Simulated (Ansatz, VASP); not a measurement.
# One calculation of PbS, two programs

File INCAR:

```
SYSTEM = PbS
ALGO = Normal ; EDIFF = 1E-6
ENCUT = 520 ; GGA = PE
ISIF = 2 ; ISMEAR = 0
LASPH = .True. ; LCHARG = .True.
LELF = .True. ; LREAL = .False.
LVHAR = .True. ; LWAVE = .False.
NBANDS = 17 ; NELM = 100
PREC = Accurate ; SIGMA = 0.027000000000000003
```

The input KPOINTS:

```
k-points
0
Gamma
  8 8 8
  0 0 0
```

The input POSCAR:

```
PbS
1.0
    0.0000000000      2.9657500000      2.9657500000
    2.9657500000      0.0000000000      2.9657500000
    2.9657500000      2.9657500000      0.0000000000
Pb S
1 1
Direct
    0.0000000000      0.0000000000      0.0000000000
    0.5000000000      0.5000000000      0.5000000000
```

The input input.yaml:

```yaml
crystal:
  lattice:
    - [0.0, 2.96575, 2.96575]
    - [2.96575, 0.0, 2.96575]
    - [2.96575, 2.96575, 0.0]
  atoms:
    - { symbol: Pb, position: [0.0, 0.0, 0.0] }
    - { symbol: S, position: [0.5, 0.5, 0.5] }
kpoints:
  mp_grid: { grid: [8, 8, 8] }
scf:
  occupations: { method: gaussian, width: 0.027 }
hamiltonian:
  xc: pbe
  pseudopotentials: { kind: all_electron, lapw: { basis_error: 0.001 } }
output:
  forces: true
  stress: true
  eigenvalues: true
```

Alike in both runs: task single point; functional PBE; k mesh 8 × 8 × 8; occupations gaussian, width 0.027 eV; no spin polarisation.

```csv
,VASP,Ansatz
version,VASP 6.6.1,Ansatz 0.2.0
potentials or method,"VASP PAW PBE potentials, release 64 (Pb_d, S), cutoff 520 eV","all-electron LAPW, scalar-relativistic"
```

VASP gave:

```
gap on the k mesh at the Fermi level (eV) : 0.36
least direct gap on the mesh (eV)         : 0.36
pressure (GPa)                            : 2.1
```

**Question.** Which values does Ansatz return?

**Answer.** gap on the k mesh at the Fermi level (eV): 0.36; least direct gap on the mesh (eV): 0.36; pressure (GPa): 2.2.

Ansatz ran all-electron here, and VASP with PAW potentials.

Neither program's run includes spin-orbit coupling.
